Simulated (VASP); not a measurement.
Here is a VASP 6.6.1 calculation.

INCAR

```
SYSTEM = Mg
ALGO = Fast
EDIFF = 1E-6
EDIFFG = -0.01
ENCUT = 600
GGA = PE
IBRION = 2
ISIF = 3
ISMEAR = -1
LASPH = .True.
LCHARG = .False.
LREAL = .False.
LWAVE = .False.
NELM = 100
NSW = 60
PREC = Accurate
SIGMA = 0.05
```

File KPOINTS:

```
k-points
0
Gamma
  11 11 11
  0 0 0
```

The input POSCAR:

```
Mg
1.0
   -1.8359916300      1.8359916300      1.6794040200
    1.8359916300     -1.8359916300      1.6794040200
    1.8359916300      1.8359916300     -1.6794040200
Mg
1
Direct
    0.0000000000      0.0000000000      0.0000000000
```

Potentials or basis: VASP PAW PBE potentials, release 64 (Mg).

Launch:

```bash
$ cat potpaw_PBE.64/Mg/POTCAR > POTCAR
$ mpirun -np 1 vasp_std > vasp.out
```

**Question.** Predict the band gap on the k mesh.

**Answer.** Zero (band 1 reaches 4.97 eV, above the bottom of band 2 at 1.92 eV).

**Question.** Predict the space group after relaxing (to 0.05 Å).

**Answer.** Im-3m (No. 229).

The path:
```tsv
step	energy change (eV)	largest force (eV/Å)	pressure (GPa)	volume (Å³)
1	0.0000	0.0000	0.45	22.64
2	-0.0004	0.0000	0.10	22.85
3	-0.0005	0.0000	-0.06	22.95
4	-0.0005	0.0000	-0.07	22.95
5	-0.0009	0.0000	-0.11	22.95
6	-0.0016	0.0000	-0.15	22.94
7	-0.0026	0.0000	-0.19	22.90
8	-0.0026	0.0000	-0.03	22.80
9	-0.0030	0.0000	-0.17	22.87
10	-0.0027	0.0000	0.47	22.48
11	-0.0031	0.0000	0.00	22.76
```
